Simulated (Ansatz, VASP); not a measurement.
**One calculation of Mo, two programs**

Contents of POSCAR:

```
Mo
1.0
    2.6534450853      0.0000000000      0.0000000000
   -1.3267225426      2.2979508514      0.0000000000
    0.0000000000      0.0000000000      2.6318361210
Mo
1
Direct
    0.0000000000      0.0000000000      0.5000000000
```

INCAR.step1

```
ALGO = Normal ; EDIFF = 1E-4
ENCUT = 520 ; GGA = PE
ISMEAR = 0 ; LASPH = True
LCHARG = False ; LREAL = False
LWAVE = True ; NBANDS = 13
NELM = 80 ; PREC = Accurate
SIGMA = 0.15
```

The input INCAR.step2:

```
ALGO = Normal ; EDIFF = 1E-7
ENCUT = 520 ; ISIF = 2
ISMEAR = 0 ; ISTART = 1
LASPH = True ; LCHARG = False
LMIXTAU = True ; LREAL = False
LWAVE = False ; METAGGA = R2SCAN
NBANDS = 13 ; NELM = 80
PREC = Accurate ; SIGMA = 0.15
```

KPOINTS

```
k-points
0
Gamma
  18 18 18
```

Input for Ansatz:

```yaml
crystal:
  lattice:
    - [2.6534450853, 0.0, 0.0]
    - [-1.3267225426, 2.2979508514, 0.0]
    - [0.0, 0.0, 2.631836121]
  atoms:
    - { symbol: Mo, position: [0.0, 0.0, 0.5] }
basis:
  ecutwfc: 500
kpoints:
  mp_grid: { grid: [18, 18, 18] }
hamiltonian:
  xc: r2scan
scf:
  occupations: { method: gaussian, width: 0.15 }
output:
  forces: true
  stress: true
  eigenvalues: true
```

Change from the starting cell: strain -0.030 along x and y, +0.030 along z, atoms carried along.

Alike in both runs: task single point; functional r2SCAN; k mesh 18 × 18 × 18; occupations gaussian, width 0.15 eV; no spin polarisation.

```csv
,VASP,Ansatz
version,VASP 6.6.1,Ansatz 0.2.0
potentials or method,"VASP PAW PBE potentials, release 64 (Mo_sv), cutoff 520 eV","scalar-relativistic, plane waves, PAW"
valence electrons in the cell,14,14
```

```csv
,VASP,Ansatz,Ansatz less VASP
gap on the k mesh at the Fermi level (eV),none,none,-
pressure (GPa),10.7,9.6,-1.19
"traceless stress, the component that is largest in VASP (GPa)",-19.90,-19.74,+0.160
```

VASP's potentials were made for PBE, not for r2SCAN. A gap of «none» marks a metal or a gap that the smearing closes. With one functional, cell and mesh, what is left measures potentials, basis and numerics.
